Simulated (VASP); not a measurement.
A run of VASP 6.6.1 is set up as follows.

Contents of INCAR:

```
SYSTEM = RbLaSn3
PREC = Accurate
ENCUT = 600
EDIFF = 1E-6
ISMEAR = 0
SIGMA = 0.2
LREAL = .False.
LASPH = .True.
NELM = 60
ALGO = Fast
ISIF = 3
LWAVE = .False.
LCHARG = .False.
GGA = PE
IBRION = 2
NSW = 36
EDIFFG = -0.08
```

Contents of KPOINTS:

```
regular mesh
0
Gamma
  4 4 2
  0 0 0
```

The input POSCAR:

```
RbLaSn3
1.0
    4.4993968100      0.0000000000      0.0000000000
    0.0000000000      4.4993968100      0.0000000000
    0.0000000000      0.0000000000      8.2784451300
Rb La Sn
1 1 3
Direct
    0.5000000000      0.5000000000      0.5000000000
    0.0000000000      0.0000000000      0.5000000000
    0.5000000000      0.5000000000      0.1826505800
    0.5000000000      0.5000000000      0.8173494200
    0.0000000000      0.0000000000      0.0000000000
```

Potentials or basis: VASP PAW PBE potentials, release 64 (Rb_sv, La, Sn_d).

Command:

```console
$ cat potpaw_PBE.64/Rb_sv/POTCAR potpaw_PBE.64/La/POTCAR potpaw_PBE.64/Sn_d/POTCAR > POTCAR
$ mpirun -np 1 vasp_std > vasp.out
```

Task: Estimate the relaxed volume.

Result: 36.83 Å³/atom.

Task: Estimate the space group after relaxing (to 0.1 Å).

Result: P4/mmm (No. 123).

Final structure:
```
Rb La Sn
1.0
     4.49023    0.00000    0.00000
     0.00000    4.49023    0.00000
     0.00000    0.00000    9.13310
Rb La Sn
1 1 3
Direct
  0.50000 0.50000 0.50000
  0.00000 0.00000 0.50000
  0.50000 0.50000 0.15418
  0.50000 0.50000 0.84582
  0.00000 0.00000 0.00000
```

Caveat: the k points lie up to 0.35 Å⁻¹ apart in the final cell, too coarse for converged energies and pressures of a metal.
